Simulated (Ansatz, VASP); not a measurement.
## One calculation of BP, two programs

```
CELL_PARAMETERS angstrom
2.21487 2.21487 0.00000
-2.21487 2.21487 0.00000
0.00000 2.21487 2.28140
ATOMIC_POSITIONS crystal
B 0.00000 0.00000 0.00000
P 0.75000 0.25000 0.50000
```

Change from the starting cell: film at in-plane strain -0.02.

Alike in both runs: task single point; functional PBEsol; k mesh 8 × 8 × 8; no spin polarisation.

|  | VASP | Ansatz |
| --- | --- | --- |
| version | VASP 6.6.1 | Ansatz 0.2.0 |
| potentials or method | VASP PAW PBE potentials, release 64 (B, P), cutoff 520 eV | all-electron LAPW, scalar-relativistic |
| occupations | gaussian, width 0.01 eV | fixed |

```tsv
	VASP	Ansatz	Ansatz less VASP
gap on the k mesh at the Fermi level (eV)	0.89	0.89	+0.008
pressure (GPa)	5.7	5.5	-0.17
traceless stress, the component that is largest in VASP (GPa)	-5.58	-5.59	-0.006
```

VASP's potentials were made for PBE, not for PBEsol. Ansatz ran all-electron here, and VASP with PAW potentials.
